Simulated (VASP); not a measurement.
# NaI (Fm-3m) in VASP: G0W0 quasiparticle levels with r2SCAN

Aim: the G0W0 quasiparticle levels of NaI with r2SCAN.

All numbers are computed with VASP 6.6.1; they aren't measurements. Logs are shortened: lines on timing, memory, paths and dates and some standing lists are left out, and cuts for length are marked.

## 1. The cell of the first run

The structure is cubic, space group Fm-3m (No. 225). The conventional cell has a = 6.459 Å, b = 6.459 Å, c = 6.459 Å, α = 90.00°, β = 90.00°, γ = 90.00°. Na (site symmetry m-3m) has 6 I at 3.23 Å within 4.2 Å. Within 4.2 Å of I (site symmetry m-3m) lie 6 Na at 3.23 Å.

## 2. G0W0 quasiparticle levels, r2SCAN

POSCAR reads:

```
NaI
1.0
    0.0000000000      3.2297205363      3.2297205363
    3.2297205363      0.0000000000      3.2297205363
    3.2297205363      3.2297205363      0.0000000000
Na I
1 1
Direct
    0.0000000000      0.0000000000      0.0000000000
    0.5000000000      0.5000000000      0.5000000000
```

INCAR.step1 reads:

```
  PREC = Accurate
  ENCUT = 500
  EDIFF = 1E-8
  ISMEAR = 0
  SIGMA = 0.01
  LREAL = False
  LASPH = True
  NELM = 60
  ALGO = Normal
  LWAVE = True
  LCHARG = False
  METAGGA = R2SCAN
  LMIXTAU = True
```

INCAR.step2 reads:

```
  PREC = Accurate
  ENCUT = 500
  EDIFF = 1E-8
  ISMEAR = 0
  SIGMA = 0.01
  LREAL = False
  LASPH = True
  NELM = 1
  ALGO = Exact
  LWAVE = True
  LCHARG = False
  METAGGA = R2SCAN
  LMIXTAU = True
  NBANDS = 261
  LOPTICS = True
  ISTART = 1
```

INCAR.step3 reads:

```
  PREC = Accurate
  ENCUT = 500
  EDIFF = 1E-8
  ISMEAR = 0
  SIGMA = 0.01
  LREAL = False
  LASPH = True
  ALGO = EVGW0
  LWAVE = False
  LCHARG = False
  METAGGA = R2SCAN
  LMIXTAU = True
  NELMGW = 1
  NBANDS = 261
  ENCUTGW = 140.0
  NOMEGA = 48
  PRECFOCK = Fast
  ISTART = 1
  NBANDSGW = 16
```

KPOINTS reads:

```
Automatic mesh
0
Gamma
  4 4 4
```

Potentials or basis: VASP PAW PBE potentials, release 64 (Na_sv_GW, I_GW).

Run with:

```
> cat potpaw_PBE.64/Na_sv_GW/POTCAR potpaw_PBE.64/I_GW/POTCAR > POTCAR
> cp INCAR.step1 INCAR
> mpirun -np 1 vasp_std > vasp.out
> cp INCAR.step2 INCAR
> mpirun -np 1 vasp_std > vasp.out
> cp INCAR.step3 INCAR
> mpirun -np 1 vasp_std > vasp.out
```

OUTCAR:

```text
PREC = Accurate
   ENCUT = 500
   EDIFF = 1E-8
   ISMEAR = 0
   LREAL = False
   LASPH = True
   METAGGA = R2SCAN
   NELMGW = 1
   ENCUTGW = 140.0
   PRECFOCK = Fast
   ISTART = 1

 ion  position               nearest neighbor table
   1  0.000  0.000  0.000-
   2  0.500  0.500  0.500-

  LATTYP: Found a face centered cubic cell.
 ALAT       =     6.4594410726

  Lattice vectors:

 A1 = (   0.0000000000,   3.2297205363,   3.2297205363)
 A2 = (   3.2297205363,   0.0000000000,   3.2297205363)
 A3 = (   3.2297205363,   3.2297205363,   0.0000000000)

Analysis of symmetry for initial positions (statically):
=====================================================================
 Subroutine PRICEL returns:
 Original cell was already a primitive cell.

 Routine SETGRP: Setting up the symmetry group for a
 face centered cubic supercell.

 Subroutine GETGRP returns: Found 48 space group operations
 (whereof 48 operations were pure point group operations)
 out of a pool of 48 trial point group operations.

The static configuration has the point symmetry O_h .

Analysis of symmetry for dynamics (positions and initial velocities):
=====================================================================
 Subroutine PRICEL returns:
 Original cell was already a primitive cell.

 Routine SETGRP: Setting up the symmetry group for a
 face centered cubic supercell.

 Subroutine GETGRP returns: Found 48 space group operations
 (whereof 48 operations were pure point group operations)
 out of a pool of 48 trial point group operations.

The dynamic configuration has the point symmetry O_h .

 Subroutine INISYM returns: Found 48 space group operations
 (whereof 48 operations are pure point group operations),
 and found     1 'primitive' translations

----------------------------------------------------------------------------------------

                                     Primitive cell

  volume of cell :      67.3790

  direct lattice vectors                    reciprocal lattice vectors
     0.000000000  3.229720536  3.229720536    -0.154812156  0.154812156  0.154812156
     3.229720536  0.000000000  3.229720536     0.154812156 -0.154812156  0.154812156
     3.229720536  3.229720536  0.000000000     0.154812156  0.154812156 -0.154812156

  length of vectors
     4.567514585  4.567514585  4.567514585     0.268142520  0.268142520  0.268142520

  position of ions in fractional coordinates (direct lattice)
     0.000000000  0.000000000  0.000000000
     0.500000000  0.500000000  0.500000000

  ion indices of the primitive-cell ions
   primitive index   ion index
                 1           1
                 2           2

----------------------------------------------------------------------------------------

 KPOINTS: Automatic mesh

Automatic generation of k-mesh.
 Grid dimensions read from file:
 generate k-points for:    4    4    4

 Generating k-lattice:

  Cartesian coordinates                     Fractional coordinates (reciprocal lattice)
    -0.038703039  0.038703039  0.038703039     0.250000000  0.000000000  0.000000000
     0.038703039 -0.038703039  0.038703039     0.000000000  0.250000000  0.000000000
     0.038703039  0.038703039 -0.038703039     0.000000000  0.000000000  0.250000000

  Length of vectors
     0.067035630  0.067035630  0.067035630

  Shift w.r.t. Gamma in fractional coordinates (k-lattice)
     0.000000000  0.000000000  0.000000000

 Subroutine IBZKPT returns following result:
 ===========================================

 Found      8 irreducible k-points:

 Following reciprocal coordinates:
            Coordinates               Weight
  0.000000  0.000000  0.000000      1.000000
  0.250000  0.000000  0.000000      8.000000
  0.500000  0.000000  0.000000      4.000000
  0.250000  0.250000  0.000000      6.000000
  0.500000  0.250000  0.000000     24.000000
 -0.250000  0.250000  0.000000     12.000000
  0.500000  0.500000  0.000000      3.000000
 -0.250000  0.500000  0.250000      6.000000
   k-points           NKPTS =      8   k-points in BZ     NKDIM =     64   number of bands    NBANDS=    261
   number of dos      NEDOS =    301   number of ions     NIONS =      2
   total plane-waves  NPLWV =  46656
   dimension x,y,z NGX =    36 NGY =   36 NGZ =   36
   dimension x,y,z NGXF=    72 NGYF=   72 NGZF=   72
   ions per type =               1   1
   NGX,Y,Z   is equivalent  to a cutoff of  13.10, 13.10, 13.10 a.u.
   NGXF,Y,Z  is equivalent  to a cutoff of  26.21, 26.21, 26.21 a.u.
 SYSTEM =  unknown system
   PREC   = accura    normal or accurate (medium, high low for compatibility)
   ISTART =      1    job   : 0-new  1-cont  2-samecut
   ICHARG =      0    charge: 1-file 2-atom 10-const
   ISPIN  =      1    spin polarized calculation?
   LNONCOLLINEAR =      F non collinear calculations
   LSORBIT =      F    spin-orbit coupling
   LASPH  =      T    aspherical Exc in radial PAW
   ENCUT  =  500.0 eV  36.75 Ry    6.06 a.u.   8.33  8.33  8.33*2*pi/ulx,y,z
   NELM   =     60;   NELMIN=  2; NELMDL=  0     # of ELM steps
   EDIFF  = 0.1E-07   stopping-criterion for ELM
   LREAL  =      F    real-space projection
   EDIFFG = 0.1E-06   stopping-criterion for IOM
   NSW    =      0    number of steps for IOM
   IBRION =     -1    ionic relax: 0-MD 1-quasi-New 2-CG
   NFREE  =      0    steps in history (QN), initial steepest desc. (CG)
   ISIF   =      0    stress and relaxation
   ISYM   =      3    0-nonsym 1-usesym 2-fastsym
   POTIM  = 0.5000    time-step for ionic-motion
   TEBEG  =    0.0;   TEEND  =   0.0 temperature during run
   PSTRESS=    0.0 pullay stress
   NELECT =      16.0000    total number of electrons
   NUPDOWN=      -1.0000    fix difference up-down
   EMIN   =  10.00;   EMAX   =-10.00  energy-range for DOS
   EFERMI =   0.00;   METHOD = LEGACY
   ISMEAR =     0;   SIGMA  =   0.01  broadening in eV -4-tet -1-fermi 0-gaus
   EFERMI_NEDOS =   21; number of points for ismear=-14 and -15
   IALGO  =     38    algorithm
   IMIX   =      4    mixing-type and parameters
     AMIX     =   0.40;   BMIX     =  1.00
     AMIX_MAG =   1.60;   BMIX_MAG =  1.00
  volume/ion in A,a.u.               =      33.69       227.35
  Fermi-wavevector in a.u.,A,eV,Ry     =   1.013771  1.915749 13.983139  1.027732
  Thomas-Fermi vector in A             =   2.146959
   LORBIT       =      0    0 simple, 1 ext, 2 COOP (PROOUT), +10 PAW based schemes
   METAGGA = R2SCAN    functional components
   LHFCALC =     T    Hartree Fock is set to
   PRECFOCK=fast      Normal, Fast or Accurate (Low or Medium for compatibility)
   ENCUT4O =  -1.0   cutoff for four orbital integrals eV
   NKREDX  =     1    reduce k-point grid by
   NKREDY  =     1    reduce k-point grid by
   NKREDZ  =     1    reduce k-point grid by
   AEXX    =    1.0000 exact exchange contribution
   HFSCREEN=    0.0000 screening length (either q_TF or 0.3 A-1)
   HFSCREENC=   0.0000 screening length for correlation (either q_TF or 0.3 A-1)
   ENCUTFOCK=  -1.0 apply spherical cutoff to Coloumb kernel
   IVDW    =     0    specifies the selected vdW correction
   LEPSILON=     F    determine dielectric tensor
   LRPA    =     F    only Hartree local field effects (RPA)
   LRPAFORCE           =     F    calculate RPA forces
   ENCUTGW             = 140.0    cutoff for response function in eV
   ENCUTGWSOFT         = 112.0    soft cutoff for Coulomb kernel in GW response function in eV
   ENCUTLF             =  -1.0    cutoff for local field effects
   NELMGW              =     1    number of iterations in solving QP/BSE equation
   NELMHF              =     1    number of iterations in the inner HF iteration
   NKREDLFX            =     1    NKREDLFY  =   1   NKREDLFZ  =   1
 non-spin polarized calculation
 Gauss-broadening in eV      SIGMA  =   0.01
  energy-cutoff  :      500.00
  volume of cell :       67.38
 maximum number of plane-waves:      1724
 NGX is ok and might be reduce to    36
  NGX = 18; NGY = 18; NGZ = 18
   NGX = 17   NGY = 17   NGZ = 17
 maximum number of plane-waves:       266
 NGX is ok and might be reduce to    18

 QP shifts <psi_nk| G(iteration)W_0 |psi_nk>: iteration 1
 for sc-GW calculations column KS-energies equals QP-energies in previous step
 and V_xc(KS)=  KS-energies - (<T + V_ion + V_H > + <T+V_H+V_ion>^1  + <V_x>^1)

 k-point   1 :       0.0000    0.0000    0.0000
  band No.  KS-energies  QP-energies   sigma(KS)   V_xc(KS)     V^pw_x(r,r')   Z            occupation Imag(sigma)

      1     -52.2914     -59.2645     -41.4631     -32.2158     -49.2979       0.7541       2.0000       0.5291
      2     -22.7343     -27.4269     -35.6043     -29.7289     -41.4534       0.7987       2.0000       0.3129
      3     -22.7343     -27.4269     -35.6043     -29.7289     -41.4534       0.7987       2.0000       0.3129
      4     -22.7343     -27.4269     -35.6043     -29.7289     -41.4534       0.7987       2.0000       0.3129
      5     -10.8853     -11.9737     -13.9997     -12.5609     -18.8654       0.7565       2.0000       1.6073
      6       0.4824      -0.8695     -13.2965     -11.6188     -14.3481       0.8058       2.0000       0.1876
[... 8 lines left out ...]
     15      11.6147      11.7577      -4.9496      -5.1260      -1.2012       0.8107       0.0000      -0.4058
     16      13.0217      13.3829      -6.5169      -6.9623      -2.5168       0.8108       0.0000      -0.5167

 k-point   2 :       0.2500    0.0000    0.0000
  band No.  KS-energies  QP-energies   sigma(KS)   V_xc(KS)     V^pw_x(r,r')   Z            occupation Imag(sigma)

      1     -52.2914     -59.2945     -41.4630     -32.2158     -49.2980       0.7573       2.0000       0.5291
      2     -22.7368     -27.3320     -35.5943     -29.7173     -41.4426       0.7819       2.0000       0.3161
      3     -22.7345     -27.4148     -35.6020     -29.7284     -41.4509       0.7968       2.0000       0.3130
      4     -22.7345     -27.4148     -35.6020     -29.7284     -41.4509       0.7968       2.0000       0.3130
      5     -10.7204     -11.7892     -14.1162     -12.7042     -18.9317       0.7569       2.0000       1.5621
      6      -0.8242      -2.2601     -12.3015     -10.5025     -13.5807       0.7982       2.0000       0.2316
[... 8 lines left out ...]
     15      11.7219      12.1684      -6.0418      -6.5929      -2.1492       0.8102       0.0000      -0.4216
     16      14.9303      15.1957      -5.6758      -6.0006      -1.6300       0.8171       0.0000      -0.5732

 k-point   3 :       0.5000    0.0000    0.0000
  band No.  KS-energies  QP-energies   sigma(KS)   V_xc(KS)     V^pw_x(r,r')   Z            occupation Imag(sigma)

      1     -52.2913     -59.4257     -41.4624     -32.2160     -49.2974       0.7716       2.0000       0.5291
      2     -22.7394     -27.3096     -35.5822     -29.7059     -41.4296       0.7777       2.0000       0.3194
      3     -22.7345     -27.4238     -35.6012     -29.7280     -41.4501       0.7984       2.0000       0.3132
      4     -22.7345     -27.4238     -35.6012     -29.7280     -41.4501       0.7984       2.0000       0.3132
      5     -10.5412     -11.5932     -14.2548     -12.8742     -19.0143       0.7620       2.0000       1.5116
      6      -1.7564      -3.2792     -11.9117      -9.9838     -13.4591       0.7899       2.0000       0.2847
[... 74 lines left out ...]
      1     -52.2913     -59.4278     -41.4617     -32.2160     -49.2967       0.7719       2.0000       0.5290
      2     -22.7381     -27.3288     -35.5854     -29.7134     -41.4344       0.7818       2.0000       0.3143
      3     -22.7359     -27.3618     -35.5969     -29.7225     -41.4446       0.7875       2.0000       0.3133
      4     -22.7359     -27.3618     -35.5969     -29.7225     -41.4446       0.7875       2.0000       0.3133
      5     -10.4562     -11.5016     -14.2662     -12.9091     -18.9972       0.7703       2.0000       1.4921
      6      -1.4679      -3.0057     -12.1559     -10.2114     -13.6693       0.7908       2.0000       0.2689
[... 8 lines left out ...]
     15      14.6269      15.4445      -7.5701      -8.5789      -3.4963       0.8105       0.0000      -0.4802
     16      14.6269      15.4445      -7.5701      -8.5789      -3.4963       0.8105       0.0000      -0.4802

 k-point   8 :      -0.2500    0.5000    0.2500
  band No.  KS-energies  QP-energies   sigma(KS)   V_xc(KS)     V^pw_x(r,r')   Z            occupation Imag(sigma)

      1     -52.2913     -59.4503     -41.4620     -32.2160     -49.2970       0.7743       2.0000       0.5290
      2     -22.7367     -27.3380     -35.5932     -29.7191     -41.4414       0.7833       2.0000       0.3142
      3     -22.7367     -27.3380     -35.5932     -29.7191     -41.4414       0.7833       2.0000       0.3142
      4     -22.7367     -27.3380     -35.5932     -29.7191     -41.4414       0.7833       2.0000       0.3142
      5     -10.4469     -11.4972     -14.2866     -12.9297     -19.0165       0.7741       2.0000       1.4889
      6      -0.9576      -2.4468     -12.3685     -10.4986     -13.7422       0.7964       2.0000       0.2424
[... 8 lines left out ...]
     15      14.1674      14.8310      -7.0133      -7.8278      -2.9753       0.8147       0.0000      -0.4797
     16      14.7237      15.5804      -7.7138      -8.7698      -3.6163       0.8113       0.0000      -0.4857
```

Wall time 15 min (1 thread of Intel Xeon Platinum 8375C at 2.90GHz (Ice Lake), shared host); peak memory 0.85 GiB.

What came out:

- Quasiparticle gap: 6.17 eV
- Least direct quasiparticle gap: 6.17 eV
- Band gap of the starting levels on the mesh: 4.30 eV
- Least direct gap of the starting levels on the mesh: 4.30 eV

Caveat: the k points lie up to 0.42 Å⁻¹ apart; bands, screening cutoff and mesh are small and nothing is extrapolated, so the quasiparticle values aren't converged; spin-orbit coupling is left out, which moves the levels of the heavy elements.
